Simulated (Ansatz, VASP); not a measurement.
## AlGa2Sb3 in VASP and in Ansatz

```
Al Ga Sb
1.0
     4.13455    0.00000    0.00000
     0.00000    4.13455    0.00000
     0.00000    0.00000    8.69173
Al Ga Sb
1 2 3
Direct
  0.00000 0.00000 0.93589
  0.50000 0.00000 0.22579
  0.00000 0.50000 0.22579
  0.50000 0.50000 0.94976
  0.50000 0.50000 0.51034
  0.00000 0.00000 0.61327
```

Alike in both runs: functional PBE; k mesh 10 × 10 × 6; occupations gaussian, width 0.1 eV; no spin polarisation.

Ansatz relaxed the structure, and its values are those at the end. VASP's run is a single point on that final structure, the one shown.

```csv
,VASP,Ansatz
version,VASP 6.6.1,Ansatz 0.2.0
potentials or method,"VASP PAW PBE potentials, release 64 (Al, Ga_d, Sb), cutoff 520 eV","scalar-relativistic, plane waves, PAW"
valence electrons in the cell,44,74
```

Ansatz gave:

| Quantity | Value |
| --- | --- |
| gap on the k mesh at the Fermi level (eV) | none |
| pressure (GPa) | 0.0 |
| rms of the force components (eV/Å) | 0.001 |

Problem. Which values does VASP return?

Solution. gap on the k mesh at the Fermi level (eV): none; pressure (GPa): 0.0; rms of the force components (eV/Å): 0.003.

A gap of «none» marks a metal or a gap that the smearing closes. VASP's potentials hold 44 valence electrons a cell and Ansatz's 74, so a difference there can come from the potentials and not from the codes.

Neither program's run includes spin-orbit coupling.
